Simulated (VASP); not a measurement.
# KCd2P2 (P6/mmm) in VASP: notebook, part 2 of 2

VASP 6.6.1. Earlier steps stand in the parts before.

### 4 Single point, PBE

This run uses another cell than the first one, of 29.28 Å³/atom.

File INCAR:

```
ALGO = Normal
EDIFF = 1E-6
ENCUT = 500
GGA = PE
GGA_COMPAT = F
ISIF = 2
ISMEAR = 0
LASPH = T
LCHARG = F
LREAL = F
LWAVE = F
NBANDS = 30
NELM = 120
PREC = Accurate
SIGMA = 0.1
```

File KPOINTS:

```
k-points
0
Gamma
  6 6 4
```

File POSCAR:

```
KCd2P2
1.0
    5.8423449109      0.0000000000      0.0000000000
   -2.9211724554      5.0596191105      0.0000000000
    0.0000000000      0.0000000000      4.9532556516
K Cd P
1 2 2
Direct
    0.0000000000      0.0000000000      0.0000000000
    0.3333333333      0.6666666667      0.5000000000
    0.6666666667      0.3333333333      0.5000000000
    0.3333333333      0.6666666667      0.0000000000
    0.6666666667      0.3333333333      0.0000000000
```

Potentials or basis: VASP PAW PBE potentials, release 64 (K_sv, Cd, P).

On the command line:

```console
$ cat potpaw_PBE.64/K_sv/POTCAR potpaw_PBE.64/Cd/POTCAR potpaw_PBE.64/P/POTCAR > POTCAR
$ mpirun -np 1 vasp_std > vasp.out
```

OUTCAR:

```text
EDIFF = 1E-6
   ENCUT = 500
   GGA = PE
   ISIF = 2
   ISMEAR = 0
   LASPH = T
   LREAL = F
   NELM = 120
   PREC = Accurate

 ion  position               nearest neighbor table
   1  0.000  0.000  0.000-   4 3.37   5 3.37   4 3.37   5 3.37   5 3.37   4 3.37
   2  0.333  0.667  0.500-   4 2.48   4 2.48   3 3.37   3 3.37   3 3.37
   3  0.667  0.333  0.500-   5 2.48   5 2.48   2 3.37   2 3.37   2 3.37
   4  0.333  0.667  0.000-   2 2.48   2 2.48   1 3.37   1 3.37   1 3.37
   5  0.667  0.333  0.000-   3 2.48   3 2.48   1 3.37   1 3.37   1 3.37

  LATTYP: Found a hexagonal cell.
 ALAT       =     5.8423449109
 C/A-ratio  =     0.8478197928

  Lattice vectors:

 A1 = (   5.8423449109,   0.0000000000,   0.0000000000)
 A2 = (  -2.9211724554,   5.0596191105,   0.0000000000)
 A3 = (   0.0000000000,   0.0000000000,   4.9532556516)

Analysis of symmetry for initial positions (statically):
[... 172 lines left out ...]
  free energy    TOTEN  =       -11.75421390 eV

  energy without entropy =      -11.74021008  energy(sigma->0) =      -11.74721199

 E-fermi :   1.9330     XC(G=0):  -8.5641

 val. band max:        1.8965145739   @ k =   0.3333   0.0000   0.5000
 cond. band min:       1.9588829315   @ k =   0.1667   0.0000   0.2500
 fundamental gap:      0.0623683576
 Fermi energy:         1.9330005468

 k-point     1 :       0.0000    0.0000    0.0000
  band No.  band energies     occupation
      1     -28.4686      2.00000
      2     -12.0745      2.00000
      3     -11.9506      2.00000
      4     -11.9506      2.00000
      5      -9.5116      2.00000
      6      -8.7456      2.00000
[... 682 lines left out ...]
     29       7.5728      0.00000
     30       7.8112      0.00000

------------------------ aborting loop because EDIFF is reached ----------------------------------------

  FORCE on cell =-STRESS in cart. coord.  units (eV):
  Direction    XX          YY          ZZ          XY          YZ          ZX
  --------------------------------------------------------------------------------------
  -------------------------------------------------------------------------------------
  Total        0.0162967      0.0162967      0.7829760      0.0000000      0.0000000     -0.0000000
  in kB        0.1783259      0.1783259      8.5676807      0.0000000      0.0000000     -0.0000000
  external PRESSURE =       2.9747775 kB  Pullay stress =       0.0000000 kB

 VOLUME and BASIS-vectors are now :
 -----------------------------------------------------------------------------
  energy-cutoff  :      500.00
  volume of cell :      146.42
      direct lattice vectors                 reciprocal lattice vectors
     5.842344911  0.000000000  0.000000000     0.171164150  0.098821668  0.000000000
    -2.921172455  5.059619110  0.000000000     0.000000000  0.197643336  0.000000000
     0.000000000  0.000000000  4.953255652     0.000000000  0.000000000  0.201887419

 POSITION                                       TOTAL-FORCE (eV/Angst)
 -----------------------------------------------------------------------------------
      0.00000      0.00000      0.00000        -0.000000      0.000000      0.000000
     -0.00000      3.37308      2.47663        -0.000000      0.000000      0.000000
      2.92117      1.68654      2.47663         0.000000     -0.000000      0.000000
     -0.00000      3.37308      0.00000        -0.000000      0.000000      0.000000
      2.92117      1.68654      0.00000        -0.000000      0.000000      0.000000
 -----------------------------------------------------------------------------------
    total drift:                               -0.000000      0.000000     -0.000000

  FREE ENERGIE OF THE ION-ELECTRON SYSTEM (eV)
  ---------------------------------------------------
  free  energy   TOTEN  =       -11.7542139024 eV

  energy  without entropy=      -11.7402100797  energy(sigma->0) =      -11.74721199
```

It took 74 s on 1 thread of Oxide Virtual Turin-like, shared host; peak memory 0.28 GiB.

What came out:

* Free energy: -11.7542 eV
* Pressure: 0.3 GPa
* Band gap on the k mesh: zero (an odd number of electrons rules out a gap without spin polarisation)

Levels at points of the mesh, in eV from the Fermi level:
| k point | band 18 | band 19 | band 20 | band 21 | band 22 | band 23 | band 24 | band 25 |
| --- | --- | --- | --- | --- | --- | --- | --- | --- |
| (0.00, 0.00, 0.00) | -2.81 | -2.81 | -2.49 | -2.02 | -0.37 | -0.37 | 1.79 | 3.36 |
| (0.50, 0.00, 0.00) | -2.99 | -2.61 | -2.53 | -1.66 | -0.50 | -0.19 | 0.24 | 2.42 |
| (0.00, 0.00, 0.50) | -2.83 | -2.03 | -2.03 | 0.24 | 0.24 | 1.09 | 1.09 | 2.77 |
| (0.50, 0.00, 0.50) | -4.32 | -2.10 | -1.70 | 0.11 | 0.16 | 0.70 | 0.81 | 3.42 |

### 5 Single point, PBE

This run uses another cell than the first one, of 27.90 Å³/atom.

File INCAR:

```
SYSTEM = KCd2P2
PREC = Accurate ; ENCUT = 500
EDIFF = 1E-6 ; ISMEAR = 0
SIGMA = 0.1 ; LREAL = .FALSE.
LASPH = .TRUE. ; NELM = 120
ALGO = Normal ; ISIF = 2
LWAVE = .FALSE. ; LCHARG = .TRUE.
GGA = PE ; LELF = .TRUE.
LVHAR = .TRUE. ; NBANDS = 30
GGA_COMPAT = .FALSE.
```

File KPOINTS:

```
Automatic mesh
0
G
  6 6 8
  0 0 0
```

POSCAR: that of step 4 with these lines changed.

```diff
@@ -2,5 +2,5 @@
 1.0
-    5.8423449109      0.0000000000      0.0000000000
-   -2.9211724554      5.0596191105      0.0000000000
-    0.0000000000      0.0000000000      4.9532556516
+    5.5859904010      0.0000000000      0.0000000000
+   -2.7929952005      4.8376095926      0.0000000000
+    0.0000000000      0.0000000000      5.1627033038
 K Cd P
```

On the command line:

```console
$ cat potpaw_PBE.64/K_sv/POTCAR potpaw_PBE.64/Cd/POTCAR potpaw_PBE.64/P/POTCAR > POTCAR
$ mpirun -np 1 vasp_std > vasp.out
```

Run time: 99 s. Hardware: 1 thread of Oxide Virtual Turin-like, shared host; peak memory 0.29 GiB.

Results (log left out):

| Property | Result |
| --- | --- |
| Free energy | -11.7463 eV |
| Pressure | 0.1 GPa |
| Band gap on the k mesh | zero (an odd number of electrons rules out a gap without spin polarisation) |

Stress tensor (GPa, compression positive):
```
0.05 0.00 0.00
0.00 0.05 0.00
0.00 0.00 0.33
```

Levels at points of the mesh, in eV from the Fermi level:
| k point | band 18 | band 19 | band 20 | band 21 | band 22 | band 23 | band 24 | band 25 |
| --- | --- | --- | --- | --- | --- | --- | --- | --- |
| (0.00, 0.00, 0.00) | -3.09 | -2.90 | -2.90 | -1.62 | -0.03 | -0.03 | 2.09 | 3.18 |
| (0.50, 0.00, 0.00) | -2.98 | -2.58 | -2.33 | -2.07 | -0.86 | 0.13 | 0.58 | 2.21 |
| (0.00, 0.00, 0.50) | -2.34 | -2.34 | -2.23 | 0.41 | 0.41 | 1.31 | 1.31 | 2.60 |
| (0.50, 0.00, 0.50) | -4.11 | -2.34 | -1.84 | 0.18 | 0.37 | 0.88 | 0.93 | 3.13 |

### 6 Relaxation of cell and atoms, PBE

File INCAR:

```
ALGO = Normal ; EDIFF = 1E-7
EDIFFG = -0.04 ; ENCUT = 500
GGA = PE ; GGA_COMPAT = F
IBRION = 2 ; ISIF = 3
ISMEAR = 0 ; LASPH = T
LCHARG = F ; LREAL = F
LWAVE = F ; NELM = 120
NELMIN = 4 ; NSW = 90
PREC = Accurate ; SIGMA = 0.1
```

File KPOINTS:

```
k-points
0
Gamma
  6 6 2
```

File POSCAR:

```
KCd2P2
1.0
    4.0292262900      0.0000000000      0.0000000000
   -2.0146131500      3.4894123300      0.0000000000
    0.0000000000      0.0000000000      8.5866515700
K Cd P
1 2 2
Direct
    0.0000000000      0.0000000000      0.0000000000
    0.3333333300      0.6666666700      0.5000000000
    0.6666666700      0.3333333300      0.5000000000
    0.3333333300      0.6666666700      0.0000000000
    0.6666666700      0.3333333300      0.0000000000
```

Potentials or basis: VASP PAW PBE potentials, release 64 (K_sv, Cd, P).

On the command line:

```console
$ cat potpaw_PBE.64/K_sv/POTCAR potpaw_PBE.64/Cd/POTCAR potpaw_PBE.64/P/POTCAR > POTCAR
$ mpirun -np 1 vasp_std > vasp.out
```

It took 11 min on 1 thread of Oxide Virtual Turin-like, shared host; peak memory 0.23 GiB.

Results (log left out):

* Free energy: -12.2330 eV
* Relaxed volume: 26.42 Å³/atom
* Relaxed cell: a = 5.379 Å, b = 5.379 Å, c = 5.273 Å, α = 90.00°, β = 90.00°, γ = 120.00°
* Space group after relaxing (to 0.1 Å): P6/mmm (No. 191)
* Energy gained by relaxing: 2000.0 meV/atom
* Ionic steps: 24
* Pressure after relaxing: 0.0 GPa
* Band gap on the k mesh: zero (an odd number of electrons rules out a gap without spin polarisation)

Step by step:
```
step  energy change (eV)  largest force (eV/Å)  pressure (GPa)  volume (Å³)
   1              0.0000                0.0000           36.98       120.73
   2             -6.8178                0.0000           -3.86       237.01
   3             -7.6963                0.0000            0.08       183.95
   4             -7.7079                0.0000           -0.95       191.26
   5             -7.7120                0.0000           -0.63       188.80
   6             -7.7107                0.0000           -0.42       187.29
   7             -7.7516                0.0000           -0.47       183.86
   8             -7.8819                0.0000           -0.57       173.55
   9             -8.2854                0.0000           -0.38       152.82
  10             -9.5077                0.0000            8.71       110.98
  11             -8.6367                0.0000           -0.27       140.54
  12             -9.4587                0.0000            1.20       125.79
  13             -9.7075                0.0000            3.90       118.40
  14             -9.7152                0.0000            4.62       116.92
  15             -9.7301                0.0000            4.95       116.44
  16             -9.7345                0.0000            5.28       116.03
  17             -9.7565                0.0000            5.03       116.64
  18             -9.8164                0.0000            4.27       118.49
  19             -9.9093                0.0000            2.83       122.24
  20             -9.9952                0.0000            0.43       129.95
  21             -9.9991                0.0000           -0.01       131.81
  22             -9.9993                0.0000           -0.11       132.31
  23             -9.9998                0.0000           -0.07       132.24
  24            -10.0002                0.0000            0.02       132.11
```

Final structure:
```yaml
crystal:
  lattice:
    - [5.37857, 0.00000, 0.00000]
    - [-2.68929, 4.65798, 0.00000]
    - [0.00000, 0.00000, 5.27325]
  atoms:
    - { symbol: K, position: [0.00000, 0.00000, 0.00000] }
    - { symbol: Cd, position: [0.33333, 0.66667, 0.50000] }
    - { symbol: Cd, position: [0.66667, 0.33333, 0.50000] }
    - { symbol: P, position: [0.33333, 0.66667, 0.00000] }
    - { symbol: P, position: [0.66667, 0.33333, 0.00000] }
```

Levels at points of the mesh, in eV from the Fermi level:
```csv
k point,band 19,band 20,band 21,band 22,band 23,band 24
"(0.00, 0.00, 0.00)",-3.02,-3.02,-1.23,0.28,0.28,2.75
"(0.50, 0.00, 0.00)",-2.50,-2.11,-2.11,-0.92,0.46,0.84
"(0.00, 0.00, 0.50)",-2.59,-1.61,0.62,0.62,1.71,1.71
"(0.50, 0.00, 0.50)",-2.50,-1.89,0.40,0.64,1.06,1.18
```

Caveat: the k points lie up to 0.60 Å⁻¹ apart in the final cell, too coarse for converged energies and pressures of a metal; a cell axis changed by over 15 % at a fixed basis, so the end point is rough.

### 7 Overview

```tsv
task	cell	k mesh	gap on the mesh (eV)	pressure (GPa)
single point	a = 4.029, b = 4.029, c = 8.587 Å, angles 90.0, 90.0, 120.0°, 5 atoms	6 × 6 × 2	none	37.0
single point	a = 5.365, b = 5.365, c = 5.268 Å, angles 90.0, 90.0, 120.0°, 5 atoms	6 × 6 × 2	none	0.4
single point	a = 5.842, b = 5.842, c = 4.953 Å, angles 90.0, 90.0, 120.0°, 5 atoms	6 × 6 × 4	none	0.3
single point	a = 5.586, b = 5.586, c = 5.163 Å, angles 90.0, 90.0, 120.0°, 5 atoms	6 × 6 × 8	none	0.1
relaxation of cell and atoms	relaxed from a = 4.029, b = 4.029, c = 8.587 Å, angles 90.0, 90.0, 120.0°, 5 atoms	6 × 6 × 2	none	0.0
```

Alike in all rows: level PBE; potentials or basis VASP PAW PBE potentials, release 64 (K_sv, Cd, P); no spin polarisation; cutoff (eV) 500; smearing gaussian 0.1 eV.

Caveats: some runs use coarse meshes; a cell axis changed by over 15 % at a fixed basis, so the end point is rough (at least some runs).

Absolute energies hang on the potentials; compare differences alone.

The gap in the log of VASP goes by the Fermi energy; the results here count the filled bands.